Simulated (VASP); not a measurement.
A run of VASP 6.6.1:

INCAR

```
ALGO = Normal ; EDIFF = 1E-6
EDIFFG = -0.04 ; ENCUT = 600
GGA = PE ; IBRION = 2
ISIF = 3 ; ISMEAR = 0
ISPIN = 2 ; LASPH = T
LCHARG = F ; LMAXMIX = 4
LORBIT = 11 ; LREAL = F
LWAVE = F ; MAGMOM = 1 0 0
NELM = 150 ; NSW = 90
PREC = Accurate ; SIGMA = 0.1
```

Contents of KPOINTS:

```
k-points
0
Gamma
  6 6 4
```

Contents of POSCAR:

```
TiAlF
1.0
    3.2826074900      0.0000000000      0.0000000000
    0.0000000000      3.2826074900      0.0000000000
    0.0000000000      0.0000000000      3.9301975000
Ti Al F
1 1 1
Direct
    0.5000000000      0.5000000000      0.0000000000
    0.5000000000      0.5000000000      0.5000000000
    0.0000000000      0.0000000000      0.0000000000
```

Potentials or basis: VASP PAW PBE potentials, release 64 (Ti_sv, Al, F).

The run is started by

```console
$ cat potpaw_PBE.64/Ti_sv/POTCAR potpaw_PBE.64/Al/POTCAR potpaw_PBE.64/F/POTCAR > POTCAR
$ mpirun -np 1 vasp_std > vasp.out
```

Hardware: 1 thread of Intel(R) Xeon(R) Platinum 8259CL CPU @ 2.50GHz (Skylake/Cascade Lake), with other jobs on the host.

Task: Estimate the wall time of this run.

Result: It took 5.6 min on 1 thread of Intel(R) Xeon(R) Platinum 8259CL CPU @ 2.50GHz (Skylake/Cascade Lake) (shared host), peak memory 0.23 GiB. Counts: scf iterations 120, k points 30, ion steps 9.
